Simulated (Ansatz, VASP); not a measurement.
One calculation of GaN, two programs

INCAR

```
SYSTEM = GaN
  PREC = Accurate
  ENCUT = 600
  EDIFF = 1E-6
  ISMEAR = 0
  SIGMA = 0.02
  LREAL = .False.
  LASPH = .True.
  NELM = 60
  ALGO = Normal
  ISIF = 3
  LWAVE = .False.
  LCHARG = .False.
  GGA = PE
  IBRION = 2
  NSW = 100
  EDIFFG = -0.01
```

KPOINTS

```
regular mesh
0
Gamma
  14 14 14
  0 0 0
```

Contents of POSCAR:

```
GaN
1.0
    0.0000000000      2.1338792125      2.1338792125
    2.1338792125      0.0000000000      2.1338792125
    2.1338792125      2.1338792125      0.0000000000
Ga N
1 1
Direct
    0.5000000000      0.5000000000      0.5000000000
    0.0000000000      0.0000000000      0.0000000000
```

Input for Ansatz:

```yaml
crystal:
  lattice:
    - [0.0, 2.1338792125, 2.1338792125]
    - [2.1338792125, 0.0, 2.1338792125]
    - [2.1338792125, 2.1338792125, 0.0]
  atoms:
    - { symbol: Ga, position: [0.5, 0.5, 0.5] }
    - { symbol: "N", position: [0.0, 0.0, 0.0] }
basis:
  ecutwfc: 420
kpoints:
  mp_grid: { grid: [14, 14, 14] }
hamiltonian:
  xc: pbe
scf:
  occupations: { method: gaussian, width: 0.02 }
output:
  forces: true
  stress: true
  eigenvalues: true
  write_density: true
  write_potential: true
  elf: true
  volumetric_format: npy
relax:
  adjacent_minimum: "off"
  f_tol: 0.01
  max_steps: 80
  cell: { stress_tol: 0.05 }
```

Alike in both runs: task relaxation of cell and atoms; functional PBE; k mesh 14 × 14 × 14; occupations gaussian, width 0.02 eV; no spin polarisation.

|  | VASP | Ansatz |
| --- | --- | --- |
| version | VASP 6.6.1 | Ansatz 0.2.0 |
| potentials or method | VASP PAW PBE potentials, release 64 (Ga_d, N), cutoff 600 eV | scalar-relativistic, plane waves, PAW |
| valence electrons in the cell | 18 | 18 |

```tsv
	VASP	Ansatz	Ansatz less VASP
gap on the k mesh at the Fermi level, each at its own relaxed structure (eV)	0.39	0.42	+0.028
relaxed volume (Å³/atom)	9.75	9.72	-0.029
relaxed cell length with the largest relative difference (Å)	3.021	3.018	-0.0030
```
